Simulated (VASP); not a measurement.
# CaAl2Ge2 (P-3m1) in VASP: notebook, part 2 of 2

VASP 6.6.1. The steps go on from the part before.

## 3. Single point, LDA

This run uses another cell than the first one, of 23.30 Å³/atom.

INCAR reads:

```
  ALGO = Normal
  EDIFF = 1E-7
  ENCUT = 520
  ISIF = 2
  ISMEAR = -1
  LASPH = T
  LCHARG = T
  LELF = T
  LREAL = F
  LVHAR = T
  LWAVE = F
  NBANDS = 30
  NELM = 80
  PREC = Accurate
  SIGMA = 0.1
```

KPOINTS reads:

```
k-points
0
Gamma
  6 6 4
```

POSCAR reads:

```
CaAl2Ge2
1.0
    4.2777911551      0.0000000000      0.0000000000
   -2.1388955776      3.7046804390      0.0000000000
    0.0000000000      0.0000000000      7.3518100968
Ca Al Ge
1 2 2
Direct
    0.0000000000      0.0000000000      0.0000000000
    0.3333333333      0.6666666667      0.6293000000
    0.6666666667      0.3333333333      0.3707000000
    0.3333333333      0.6666666667      0.2621700000
    0.6666666667      0.3333333333      0.7378300000
```

Potentials or basis: VASP PAW LDA potentials, release 64 (Ca_sv, Al, Ge_d).

Command:

```
$ cat potpaw_LDA.64/Ca_sv/POTCAR potpaw_LDA.64/Al/POTCAR potpaw_LDA.64/Ge_d/POTCAR > POTCAR
$ mpirun -np 1 vasp_std > vasp.out
```

Run time: 75 s. Hardware: 1 thread of Intel Xeon Platinum 8488C (Sapphire Rapids), shared host; peak memory 0.24 GiB.

It converged, with:

```
Free energy            : -22.9181 eV
Pressure               : -6.4 GPa
Largest force          : 0.175 eV/Å
Band gap on the k mesh : zero (bands 22 and 23 overlap by 0.42 eV)
```

Forces in eV/Å, atoms in the order of the input:
```
Ca   0.000  0.000  0.000
Al   0.000  0.000 -0.042
Al   0.000  0.000  0.042
Ge   0.000  0.000  0.175
Ge   0.000  0.000 -0.175
```

Stress tensor (GPa, compression positive):
```
-6.16  0.00  0.00
 0.00 -6.16  0.00
 0.00  0.00 -6.96
```

Levels at points of the mesh, in eV from the Fermi level:
| k point | band 19 | band 20 | band 21 | band 22 | band 23 | band 24 | band 25 | band 26 |
| --- | --- | --- | --- | --- | --- | --- | --- | --- |
| (0.00, 0.00, 0.00) | -1.19 | -0.22 | 0.33 | 0.33 | 0.49 | 1.32 | 1.73 | 2.18 |
| (0.50, 0.00, 0.00) | -2.84 | -2.24 | -2.04 | -1.13 | -0.09 | 1.98 | 2.21 | 3.20 |
| (0.00, 0.00, 0.50) | -0.88 | -0.88 | -0.35 | -0.35 | 0.00 | 1.55 | 2.00 | 2.00 |
| (0.50, 0.00, 0.50) | -2.32 | -2.31 | -0.99 | -0.95 | 0.50 | 0.68 | 1.27 | 1.58 |

Caveat: the cell stands under tension.

## 4. Single point, LDA

This run uses another cell than the first one, of 23.84 Å³/atom.

INCAR reads:

```
SYSTEM = CaAl2Ge2
  PREC = Accurate
  ENCUT = 520
  EDIFF = 1E-7
  ISMEAR = -1
  SIGMA = 0.1
  LREAL = .False.
  LASPH = .True.
  NELM = 100
  ALGO = Normal
  ISIF = 2
  LWAVE = .False.
  LCHARG = .False.
  NBANDS = 30
```

KPOINTS reads:

```
regular mesh
0
Gamma
  6 6 4
  0 0 0
```

Edit POSCAR of step 3 so:

```diff
@@ -2,5 +2,5 @@
 1.0
-    4.2777911551      0.0000000000      0.0000000000
-   -2.1388955776      3.7046804390      0.0000000000
-    0.0000000000      0.0000000000      7.3518100968
+    4.3106985341      0.0000000000      0.0000000000
+   -2.1553492671      3.7331791007      0.0000000000
+    0.0000000000      0.0000000000      7.4083647046
 Ca Al Ge
```

Potentials or basis: VASP PAW LDA potentials, release 64 (Ca_sv, Al, Ge_d).

Command:

```
$ cat potpaw_LDA.64/Ca_sv/POTCAR potpaw_LDA.64/Al/POTCAR potpaw_LDA.64/Ge_d/POTCAR > POTCAR
$ mpirun -np 1 vasp_std > vasp.out
```

OUTCAR:

```text
SYSTEM = CaAl2Ge2
   PREC = Accurate
   ENCUT = 520
   EDIFF = 1E-7
   ISMEAR = -1
   LREAL = .False.
   LASPH = .True.
   NELM = 100
   ISIF = 2

 ion  position               nearest neighbor table
   1  0.000  0.000  0.000-
   2  0.333  0.667  0.629-   5 2.62   5 2.62   5 2.62   4 2.72   3 3.14   3 3.14   3 3.14
   3  0.667  0.333  0.371-   4 2.62   4 2.62   4 2.62   5 2.72   2 3.14   2 3.14   2 3.14
   4  0.333  0.667  0.262-   3 2.62   3 2.62   3 2.62   2 2.72
   5  0.667  0.333  0.738-   2 2.62   2 2.62   2 2.62   3 2.72

[... 992 lines left out ...]
  -------------------------------------------------------------------------------------
  Total       -5.2174465     -5.2174595     -5.7544738      0.0000000      0.0000000     -0.0000000
  in kB      -70.1164229    -70.1165980    -77.3334472      0.0000000      0.0000000     -0.0000000
  external PRESSURE =     -72.5221560 kB  Pullay stress =       0.0000000 kB

 VOLUME and BASIS-vectors are now :
 -----------------------------------------------------------------------------
  energy-cutoff  :      520.00
  volume of cell :      119.22
      direct lattice vectors                 reciprocal lattice vectors
     4.310698534  0.000000000  0.000000000     0.231980964  0.133934105  0.000000000
    -2.155349267  3.733179101  0.000000000     0.000000000  0.267868209  0.000000000
     0.000000000  0.000000000  7.408364705     0.000000000  0.000000000  0.134982556

 POSITION                                       TOTAL-FORCE (eV/Angst)
 -----------------------------------------------------------------------------------
      0.00000      0.00000      0.00000        -0.000000      0.000000      0.000000
     -0.00000      2.48879      4.66208         0.000000      0.000000     -0.047953
      2.15535      1.24439      2.74628        -0.000000     -0.000000      0.047953
     -0.00000      2.48879      1.94225        -0.000000      0.000000      0.234933
      2.15535      1.24439      5.46611         0.000000     -0.000000     -0.234933
 -----------------------------------------------------------------------------------
    total drift:                               -0.000000      0.000000      0.000000

  FREE ENERGIE OF THE ION-ELECTRON SYSTEM (eV)
  ---------------------------------------------------
  free  energy   TOTEN  =       -22.8026959681 eV

  energy  without entropy=      -22.7717267240  energy(sigma->0) =      -22.78721135
```

OSZICAR:

```text
N       E                     dE             d eps       ncg     rms          rms(c)
DAV:   1     0.382316553155E+03    0.38232E+03   -0.21272E+04  1718   0.265E+03
DAV:   2     0.337198306987E+02   -0.34860E+03   -0.33816E+03  1440   0.723E+02
DAV:   3    -0.200777253999E+02   -0.53798E+02   -0.53002E+02  1678   0.167E+02
DAV:   4    -0.232227540532E+02   -0.31450E+01   -0.31349E+01  2256   0.436E+01
DAV:   5    -0.233327625694E+02   -0.11001E+00   -0.10996E+00  2144   0.716E+00    0.556E+00
DAV:   6    -0.229091246432E+02    0.42364E+00   -0.60090E-01  1912   0.283E+00    0.301E+00
DAV:   7    -0.228066575217E+02    0.10247E+00   -0.31502E-01  1780   0.296E+00    0.680E-01
DAV:   8    -0.228027851669E+02    0.38724E-02   -0.33723E-02  2174   0.143E+00    0.162E-01
DAV:   9    -0.228026808626E+02    0.10430E-03   -0.21534E-03  1940   0.466E-01    0.744E-02
DAV:  10    -0.228026976625E+02   -0.16800E-04   -0.21419E-04  2000   0.120E-01    0.170E-02
DAV:  11    -0.228026959113E+02    0.17512E-05   -0.17770E-05  2026   0.394E-02    0.644E-03
DAV:  12    -0.228026958926E+02    0.18724E-07   -0.22537E-06  1754   0.102E-02    0.221E-03
DAV:  13    -0.228026959681E+02   -0.75491E-07   -0.29701E-07  1712   0.382E-03
   1 F= -.22802696E+02 E0= -.22787211E+02  d E =-.309692E-01
```

stdout:

```text
POSCAR found type information on POSCAR CaAlGe
 POSCAR found :  3 types and       5 ions
 scaLAPACK will be used
 LDA part: xc-table for (Slater(with rela. corr.)+CA(PZ))
 , standard interpolation
 POSCAR, INCAR and KPOINTS ok, starting setup
 FFT: planning ... GRIDC
 FFT: planning ... GRID_SOFT
 FFT: planning ... GRID
 WAVECAR not read
 entering main loop
```

It took 76 s on 1 thread of Intel Xeon Platinum 8488C (Sapphire Rapids), shared host; peak memory 0.24 GiB.

What came out:

| Property | Result |
| --- | --- |
| Free energy | -22.8027 eV |
| Pressure | -7.3 GPa |
| Largest force | 0.235 eV/Å |
| Band gap on the k mesh | zero (bands 22 and 23 overlap by 0.42 eV) |

Forces in eV/Å, atoms in the order of the input:
```
Ca   0.000  0.000  0.000
Al   0.000  0.000 -0.048
Al   0.000  0.000  0.048
Ge   0.000  0.000  0.235
Ge   0.000  0.000 -0.235
```

Stress tensor (GPa, compression positive):
```
-7.01  0.00  0.00
 0.00 -7.01  0.00
 0.00  0.00 -7.73
```

Caveat: the cell stands under tension.

## 5. Overview

```tsv
cell	gap on the mesh (eV)	pressure (GPa)	largest force (eV/Å)
a = 4.244, b = 4.244, c = 7.294 Å, angles 90.0, 90.0, 120.0°, 5 atoms	none	-5.5	0.11
a = 4.278, b = 4.278, c = 7.352 Å, angles 90.0, 90.0, 120.0°, 5 atoms	none	-6.4	0.17
a = 4.311, b = 4.311, c = 7.408 Å, angles 90.0, 90.0, 120.0°, 5 atoms	none	-7.3	0.23
```

Alike in all rows: task single point; level LDA; potentials or basis VASP PAW LDA potentials, release 64 (Ca_sv, Al, Ge_d); no spin polarisation; k mesh 6 × 6 × 4; cutoff (eV) 520; smearing fermi-dirac 0.1 eV.

Caveats: the cell stands under tension.

Absolute energies hang on the potentials; compare differences alone.
